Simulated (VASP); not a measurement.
## MoSe: single point with PBE

The system is MoSe.

```
Mo Se
1.0
     0.00000    2.54904    2.54904
     2.54904    0.00000    2.54904
     2.54904    2.54904    0.00000
Mo Se
1 1
Direct
  0.00000 0.00000 0.00000
  0.50000 0.50000 0.50000
```

```
Program             : VASP 6.6.1
Task                : single point
Functional          : PBE
Potentials or basis : VASP PAW PBE potentials, release 64 (Mo_sv, Se)
Cutoff              : 500 eV
k mesh              : 6 × 6 × 6
Occupations         : gaussian, width 0.1 eV
Spin                : collinear spin, ferromagnetic start
Starting moments    : [2.0, 0.0] μB
```

```
Pressure                                              : 12.4 GPa
Net moment                                            : 0.31 μB per cell
Site moments                                          : Mo +0.30; Se -0.01 μB
Valence electrons inside the program's atomic spheres : Mo 12.49; Se 4.01
```

Levels at points of the mesh, in eV from the Fermi level:
Spin up:
| k point | band 8 | band 9 | band 10 | band 11 | band 12 | band 13 |
| --- | --- | --- | --- | --- | --- | --- |
| (0.00, 0.00, 0.00) | -2.36 | -2.33 | -2.33 | -2.33 | -1.88 | -1.88 |
| (0.50, 0.00, 0.00) | -6.03 | -0.26 | -0.26 | 0.51 | 2.50 | 5.16 |
| (0.50, 0.50, 0.00) | -3.98 | -3.98 | -0.94 | 0.41 | 0.41 | 1.51 |
Spin down:
| k point | band 6 | band 7 | band 8 | band 9 | band 10 | band 11 | band 12 | band 13 | band 14 | band 15 |
| --- | --- | --- | --- | --- | --- | --- | --- | --- | --- | --- |
| (0.00, 0.00, 0.00) | -2.33 | -2.33 | -2.33 | -2.16 | -2.16 | -2.16 | -1.71 | -1.71 | 3.33 | 7.86 |
| (0.50, 0.00, 0.00) | -8.43 | -5.95 | -5.95 | -0.02 | -0.02 | 0.72 | 2.53 | 5.28 | 5.28 | 6.45 |
| (0.50, 0.50, 0.00) | -6.61 | -3.96 | -3.96 | -3.96 | -0.76 | 0.66 | 0.66 | 1.68 | 3.15 | 10.13 |

Run time: 30 s on 1 thread of Intel(R) Xeon(R) Platinum 8488C (Sapphire Rapids) (shared host), peak memory 0.17 GiB.
